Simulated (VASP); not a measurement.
# NaNb (Fm-3m) in VASP: single point with PBE

Aim: the single point of NaNb with PBE.

All numbers are computed with VASP 6.6.1; they aren't measurements. Logs are shortened: lines on timing, memory, paths and dates and some standing lists are left out, and cuts for length are marked.

## 1. The cell of the first run

Symmetry: Fm-3m, No. 225, cubic system. Conventional cell: a = 5.727 Å, b = 5.727 Å, c = 5.727 Å, α = 90.00°, β = 90.00°, γ = 90.00°. Within 3.8 Å of Na (site symmetry m-3m) lie 6 Nb at 2.86 Å. Within 3.8 Å of Nb (site symmetry m-3m) lie 6 Na at 2.86 Å.

## 2. Single point, PBE, collinear spin, ferromagnetic start

INCAR reads:

```
PREC     = Accurate       # precision mode
ENCUT    = 520            # plane-wave cutoff, eV
EDIFF    = 1E-6           # SCF threshold, eV
ISMEAR   = 0              # smearing method
SIGMA    = 0.1            # smearing width, eV
LREAL    = F              # projectors in reciprocal space
LASPH    = T              # aspherical terms in the spheres
NELM     = 150            # most SCF steps
ALGO     = Normal         # electronic algorithm
ISIF     = 2              # what is computed and relaxed
LWAVE    = F              # write WAVECAR
LCHARG   = F              # write CHGCAR
ISPIN    = 2              # spin polarisation
MAGMOM   = 0 1.46         # initial moments
LORBIT   = 11             # projections on sites
LMAXMIX  = 4              # l up to which the mixer works
GGA      = PE             # functional
NBANDS   = 21             # bands
```

KPOINTS reads:

```
Automatic mesh
0
Gamma
  16 16 16
```

POSCAR reads:

```
NaNb
1.0
    0.0000000000      2.8634516127      2.8634516127
    2.8634516127      0.0000000000      2.8634516127
    2.8634516127      2.8634516127      0.0000000000
Na Nb
1 1
Direct
    0.0000000000      0.0000000000      0.0000000000
    0.5000000000      0.5000000000      0.5000000000
```

Potentials or basis: VASP PAW PBE potentials, release 64 (Na_pv, Nb_sv).

Launch:

```bash
cat potpaw_PBE.64/Na_pv/POTCAR potpaw_PBE.64/Nb_sv/POTCAR > POTCAR
mpirun -np 1 vasp_std > vasp.out
```

OUTCAR:

```text
PREC = Accurate
   ENCUT = 520
   EDIFF = 1E-6
   ISMEAR = 0
   LREAL = F
   LASPH = T
   NELM = 150
   ISIF = 2
   ISPIN = 2
   LORBIT = 11
   GGA = PE

 ion  position               nearest neighbor table
   1  0.000  0.000  0.000-   2 2.86   2 2.86   2 2.86   2 2.86   2 2.86   2 2.86
   2  0.500  0.500  0.500-   1 2.86   1 2.86   1 2.86   1 2.86   1 2.86   1 2.86

  LATTYP: Found a face centered cubic cell.
 ALAT       =     5.7269032254

  Lattice vectors:

 A1 = (   0.0000000000,   2.8634516127,   2.8634516127)
 A2 = (   2.8634516127,   0.0000000000,   2.8634516127)
 A3 = (   2.8634516127,   2.8634516127,   0.0000000000)

Analysis of symmetry for initial positions (statically):
=====================================================================
 Subroutine PRICEL returns:
 Original cell was already a primitive cell.

 Routine SETGRP: Setting up the symmetry group for a
 face centered cubic supercell.

 Subroutine GETGRP returns: Found 48 space group operations
 (whereof 48 operations were pure point group operations)
 out of a pool of 48 trial point group operations.

The static configuration has the point symmetry O_h .

Analysis of symmetry for dynamics (positions and initial velocities):
=====================================================================
 Subroutine PRICEL returns:
 Original cell was already a primitive cell.

 Routine SETGRP: Setting up the symmetry group for a
 face centered cubic supercell.

 Subroutine GETGRP returns: Found 48 space group operations
 (whereof 48 operations were pure point group operations)
 out of a pool of 48 trial point group operations.

The dynamic configuration has the point symmetry O_h .

Analysis of structural, dynamic, and magnetic symmetry:
=====================================================================
 Subroutine PRICEL returns:
 Original cell was already a primitive cell.

 Routine SETGRP: Setting up the symmetry group for a
 face centered cubic supercell.

 Subroutine GETGRP returns: Found 48 space group operations
 (whereof 48 operations were pure point group operations)
 out of a pool of 48 trial point group operations.

The overall configuration has the point symmetry O_h .

 Subroutine INISYM returns: Found 48 space group operations
 (whereof 48 operations are pure point group operations),
 and found     1 'primitive' translations

----------------------------------------------------------------------------------------

                                     Primitive cell

  volume of cell :      46.9569

  direct lattice vectors                    reciprocal lattice vectors
     0.000000000  2.863451613  2.863451613    -0.174614440  0.174614440  0.174614440
     2.863451613  0.000000000  2.863451613     0.174614440 -0.174614440  0.174614440
     2.863451613  2.863451613  0.000000000     0.174614440  0.174614440 -0.174614440

  length of vectors
     4.049532106  4.049532106  4.049532106     0.302441082  0.302441082  0.302441082

  position of ions in fractional coordinates (direct lattice)
     0.000000000  0.000000000  0.000000000
     0.500000000  0.500000000  0.500000000

  ion indices of the primitive-cell ions
   primitive index   ion index
                 1           1
                 2           2

----------------------------------------------------------------------------------------

 KPOINTS: Automatic mesh

Automatic generation of k-mesh.
 Grid dimensions read from file:
 generate k-points for:   16   16   16

 Generating k-lattice:

  Cartesian coordinates                     Fractional coordinates (reciprocal lattice)
    -0.010913403  0.010913403  0.010913403     0.062500000  0.000000000  0.000000000
     0.010913403 -0.010913403  0.010913403     0.000000000  0.062500000  0.000000000
     0.010913403  0.010913403 -0.010913403     0.000000000  0.000000000  0.062500000

  Length of vectors
     0.018902568  0.018902568  0.018902568

  Shift w.r.t. Gamma in fractional coordinates (k-lattice)
     0.000000000  0.000000000  0.000000000

 Subroutine IBZKPT returns following result:
 ===========================================

 Found    145 irreducible k-points:

 Following reciprocal coordinates:
            Coordinates               Weight
  0.000000  0.000000  0.000000      1.000000
  0.062500  0.000000  0.000000      8.000000
  0.125000  0.000000  0.000000      8.000000
  0.187500  0.000000  0.000000      8.000000
  0.250000  0.000000  0.000000      8.000000
  0.312500  0.000000  0.000000      8.000000
[... 16 lines left out ...]
 -0.125000  0.062500  0.000000     24.000000
 -0.062500  0.062500  0.000000     12.000000
 [... further k-points ...]
   k-points           NKPTS =    145   k-points in BZ     NKDIM =    145   number of bands    NBANDS=     21
   number of dos      NEDOS =    301   number of ions     NIONS =      2
   total plane-waves  NPLWV =  27000
   dimension x,y,z NGX =    30 NGY =   30 NGZ =   30
   dimension x,y,z NGXF=    60 NGYF=   60 NGZF=   60
   ions per type =               1   1
   NGX,Y,Z   is equivalent  to a cutoff of  12.32, 12.32, 12.32 a.u.
   NGXF,Y,Z  is equivalent  to a cutoff of  24.63, 24.63, 24.63 a.u.
 SYSTEM =  unknown system
   PREC   = accura    normal or accurate (medium, high low for compatibility)
   ISTART =      0    job   : 0-new  1-cont  2-samecut
   ICHARG =      2    charge: 1-file 2-atom 10-const
   ISPIN  =      2    spin polarized calculation?
   LNONCOLLINEAR =      F non collinear calculations
   LSORBIT =      F    spin-orbit coupling
   LASPH  =      T    aspherical Exc in radial PAW
   ENCUT  =  520.0 eV  38.22 Ry    6.18 a.u.   7.53  7.53  7.53*2*pi/ulx,y,z
   NELM   =    150;   NELMIN=  2; NELMDL= -5     # of ELM steps
   EDIFF  = 0.1E-05   stopping-criterion for ELM
   LREAL  =      F    real-space projection
   EDIFFG = 0.1E-04   stopping-criterion for IOM
   NSW    =      0    number of steps for IOM
   IBRION =     -1    ionic relax: 0-MD 1-quasi-New 2-CG
   NFREE  =      0    steps in history (QN), initial steepest desc. (CG)
   ISIF   =      2    stress and relaxation
   ISYM   =      2    0-nonsym 1-usesym 2-fastsym
   POTIM  = 0.5000    time-step for ionic-motion
   TEBEG  =    0.0;   TEEND  =   0.0 temperature during run
   PSTRESS=    0.0 pullay stress
   NELECT =      20.0000    total number of electrons
   NUPDOWN=      -1.0000    fix difference up-down
   EMIN   =  10.00;   EMAX   =-10.00  energy-range for DOS
   EFERMI =   0.00;   METHOD = LEGACY
   ISMEAR =     0;   SIGMA  =   0.10  broadening in eV -4-tet -1-fermi 0-gaus
   EFERMI_NEDOS =   21; number of points for ismear=-14 and -15
   IALGO  =     38    algorithm
   IMIX   =      4    mixing-type and parameters
     AMIX     =   0.40;   BMIX     =  1.00
     AMIX_MAG =   1.60;   BMIX_MAG =  1.00
  volume/ion in A,a.u.               =      23.48       158.44
  Fermi-wavevector in a.u.,A,eV,Ry     =   1.231738  2.327647 20.642464  1.517178
  Thomas-Fermi vector in A             =   2.366536
   LORBIT       =     11    0 simple, 1 ext, 2 COOP (PROOUT), +10 PAW based schemes
   GGA     = PE    functional components
   LHFCALC =     F    Hartree Fock is set to
   AEXX    =    0.0000 exact exchange contribution
   IVDW    =     0    specifies the selected vdW correction
   LEPSILON=     F    determine dielectric tensor
   LRPA    =     F    only Hartree local field effects (RPA)
 spin polarized calculation
 Gauss-broadening in eV      SIGMA  =   0.10
  energy-cutoff  :      520.00
  volume of cell :       46.96
 maximum number of plane-waves:      1295
   NGX = 15   NGY = 15   NGZ = 15

 number of electron      19.9999996 magnetization       0.0003149

 number of electron      19.9999996 magnetization      -0.0006001

 Free energy of the ion-electron system (eV)
  ---------------------------------------------------
  ext. energy  EPLUGINS =         0.00000000
  ---------------------------------------------------
  free energy    TOTEN  =        -7.02353485 eV

  energy without entropy =       -7.00325128  energy(sigma->0) =       -7.01339307

 E-fermi :   4.4319     XC(G=0):  -9.6289

 val. band max:        4.4290209687   @ k =  -0.1250   0.0625   0.0000
 cond. band min:       4.4343554138   @ k =  -0.1250   0.1250   0.0000
 fundamental gap:      0.0053344451
 Fermi energy:         4.4319419319

 spin component 1

 k-point     1 :       0.0000    0.0000    0.0000
  band No.  band energies     occupation
      1     -50.9481      1.00000
      2     -26.9556      1.00000
      3     -26.9556      1.00000
      4     -26.9556      1.00000
      5     -18.7941      1.00000
      6     -18.7941      1.00000
[... 13 lines left out ...]
     20      17.3387      0.00000
     21      18.6377      0.00000

 k-point     2 :       0.0625    0.0000    0.0000
  band No.  band energies     occupation
      1     -50.9480      1.00000
      2     -26.9572      1.00000
      3     -26.9558      1.00000
      4     -26.9558      1.00000
      5     -18.7951      1.00000
      6     -18.7945      1.00000
[... 520 lines left out ...]
 k-point    24 :      -0.0625    0.0625    0.0000
  band No.  band energies     occupation
      1     -50.9479      1.00000
      2     -26.9594      1.00000
      3     -26.9571      1.00000
      4     -26.9557      1.00000
      5     -18.7971      1.00000
      6     -18.7956      1.00000
[... 13 lines left out ...]
     20      17.2807      0.00000
     21      17.7998      0.00000

 [... further k-points ...]

 spin component 2

 k-point     1 :       0.0000    0.0000    0.0000
  band No.  band energies     occupation
      1     -50.9484      1.00000
      2     -26.9560      1.00000
      3     -26.9560      1.00000
      4     -26.9560      1.00000
      5     -18.7941      1.00000
      6     -18.7941      1.00000
[... 13 lines left out ...]
     20      17.3385      0.00000
     21      18.6374      0.00000

 k-point     2 :       0.0625    0.0000    0.0000
  band No.  band energies     occupation
      1     -50.9483      1.00000
      2     -26.9576      1.00000
      3     -26.9562      1.00000
      4     -26.9562      1.00000
      5     -18.7951      1.00000
      6     -18.7945      1.00000
[... 520 lines left out ...]
 k-point    24 :      -0.0625    0.0625    0.0000
  band No.  band energies     occupation
      1     -50.9482      1.00000
      2     -26.9597      1.00000
      3     -26.9575      1.00000
      4     -26.9561      1.00000
      5     -18.7971      1.00000
      6     -18.7956      1.00000
[... 13 lines left out ...]
     20      17.2805      0.00000
     21      17.7995      0.00000

 [... further k-points ...]
[... 5 lines left out ...]
  --------------------------------------------------------------------------------------
  -------------------------------------------------------------------------------------
  Total       -0.7169236     -0.7169236     -0.7169236     -0.0000000     -0.0000000      0.0000000
  in kB      -24.4615480    -24.4615480    -24.4615480     -0.0000000     -0.0000000      0.0000000
  external PRESSURE =     -24.4615480 kB  Pullay stress =       0.0000000 kB

 VOLUME and BASIS-vectors are now :
 -----------------------------------------------------------------------------
  energy-cutoff  :      520.00
  volume of cell :       46.96
      direct lattice vectors                 reciprocal lattice vectors
     0.000000000  2.863451613  2.863451613    -0.174614440  0.174614440  0.174614440
     2.863451613  0.000000000  2.863451613     0.174614440 -0.174614440  0.174614440
     2.863451613  2.863451613  0.000000000     0.174614440  0.174614440 -0.174614440

 POSITION                                       TOTAL-FORCE (eV/Angst)
 -----------------------------------------------------------------------------------
      0.00000      0.00000      0.00000        -0.000000     -0.000000     -0.000000
      2.86345      2.86345      2.86345         0.000000      0.000000      0.000000
 -----------------------------------------------------------------------------------
    total drift:                                0.000000      0.000000      0.000000

  FREE ENERGIE OF THE ION-ELECTRON SYSTEM (eV)
  ---------------------------------------------------
  free  energy   TOTEN  =        -7.0235348528 eV

  energy  without entropy=       -7.0032512837  energy(sigma->0) =       -7.01339307

 total charge

# of ion       s       p       d       tot
------------------------------------------
    1        0.183   6.019   0.000   6.202
    2        2.150   5.922   2.405  10.476
--------------------------------------------------
tot          2.333  11.940   2.405  16.679

 magnetization (x)

# of ion       s       p       d       tot
------------------------------------------
    1        0.000  -0.000   0.000   0.000
    2       -0.000  -0.000  -0.000  -0.000
--------------------------------------------------
tot          0.000  -0.000  -0.000  -0.000
```

Run time: 10 min. Hardware: 1 thread of AMD EPYC 7R43 (Zen 3), shared host; peak memory 0.3 GiB.

Results:

```
Free energy                                           : -7.0235 eV
Pressure                                              : -2.4 GPa
Band gap on the k mesh                                : zero (filled and empty bands overlap)
Net moment                                            : 0.00 μB per cell
Valence electrons inside the program's atomic spheres : Na 6.20; Nb 10.48
```
